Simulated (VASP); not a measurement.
A run of VASP 6.6.1:

The input INCAR:

```
SYSTEM = PbO
ALGO     = Normal         ! electronic algorithm
EDIFF    = 1E-8           ! SCF threshold, eV
ENCUT    = 520            ! plane-wave cutoff, eV
GGA      = PE             ! functional
ISIF     = 2              ! what is computed and relaxed
ISMEAR   = -1             ! smearing method
LASPH    = .TRUE.         ! aspherical terms in the spheres
LCHARG   = .FALSE.        ! write CHGCAR
LEFG     = .TRUE.       
LREAL    = .FALSE.        ! projectors in reciprocal space
LWAVE    = .FALSE.        ! write WAVECAR
NBANDS   = 28             ! bands
NELM     = 60             ! most SCF steps
PREC     = Accurate       ! precision mode
SIGMA    = 0.02           ! smearing width, eV
```

The input KPOINTS:

```
k-points
0
G
  6 6 5
  0 0 0
```

Contents of POSCAR:

```
PbO
1.0
    3.9744000000      0.0000000000      0.0000000000
    0.0000000000      3.9744000000      0.0000000000
    0.0000000000      0.0000000000      5.0220000000
Pb O
2 2
Direct
    0.0000000000      0.5000000000      0.2351000000
    0.5000000000      0.0000000000      0.7649000000
    0.0000000000      0.0000000000      0.0000000000
    0.5000000000      0.5000000000      0.0000000000
```

Potentials or basis: VASP PAW PBE potentials, release 64 (Pb_d, O).

Launch:

```sh
$ cat potpaw_PBE.64/Pb_d/POTCAR potpaw_PBE.64/O/POTCAR > POTCAR
$ mpirun -np 1 vasp_std > vasp.out
```

Hardware: 1 thread of Intel(R) Xeon(R) Platinum 8559C (Emerald Rapids) (shared host).

Task: How long does it take, and how much memory?

Result: It took 39 s on 1 thread of Intel(R) Xeon(R) Platinum 8559C (Emerald Rapids), on a shared host, peak memory 0.21 GiB. Counts: scf iterations 18, k points 30.
